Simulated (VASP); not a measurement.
A run of VASP 6.6.1 is set up as follows.

The input POSCAR:

```
Si
1.0
    3.8106685380      0.0000000000      0.0000000000
   -1.9053342690      3.3001357593      0.0000000000
    0.0000000000      0.0000000000      6.6272018117
Si
4
Direct
    0.3333333335      0.6666666665      0.0653618003
    0.6666666665      0.3333333335      0.5653618003
    0.3333333335      0.6666666665      0.4346381997
    0.6666666665      0.3333333335      0.9346381997
```

File INCAR.step1:

```
SYSTEM = Si
PREC = Accurate ; ENCUT = 520
ISMEAR = 0 ; SIGMA = 0.02
LREAL = .FALSE. ; LASPH = .TRUE.
NELM = 80 ; NBANDS = 16
GGA = PE ; ALGO = Normal
EDIFF = 1E-4 ; LWAVE = .TRUE.
LCHARG = .FALSE.
```

Contents of INCAR.step2:

```
SYSTEM = Si
PREC = Accurate ; ENCUT = 520
EDIFF = 1E-7 ; ISMEAR = 0
SIGMA = 0.02 ; LREAL = .FALSE.
LASPH = .TRUE. ; NELM = 80
ALGO = Normal ; ISIF = 2
LWAVE = .FALSE. ; LCHARG = .FALSE.
METAGGA = R2SCAN ; LMIXTAU = .TRUE.
NBANDS = 16 ; ISTART = 1
```

The input KPOINTS:

```
regular mesh
0
G
  12 12 4
  0 0 0
```

Potentials or basis: VASP PAW PBE potentials, release 64 (Si).

Run with:

```sh
$ cat potpaw_PBE.64/Si/POTCAR > POTCAR
$ cp INCAR.step1 INCAR
$ mpirun -np 1 vasp_std > vasp.out
$ cp INCAR.step2 INCAR
$ mpirun -np 1 vasp_std > vasp.out
```

Question: What does it give for the largest force?

Answer: 0.006 eV/Å.

Question: What does it give for the pressure?

Answer: -3.2 GPa.

Question: What does it give for the band gap on the k mesh?

Answer: 0.83 eV (least direct gap 1.59 eV).

Forces in eV/Å, atoms in the order of the input:
```
Si   0.000  0.000 -0.006
Si   0.000  0.000 -0.006
Si   0.000  0.000  0.006
Si   0.000  0.000  0.006
```

Caveat: the cell differs from its parent crystal (uniaxial strain along c: +4.5 %, then relaxed in part); the stress differs along the axes, from -9 to -0 GPa; the PAW data sets were made with another functional, which shifts forces and pressure a little. A k mesh can miss the band edges.
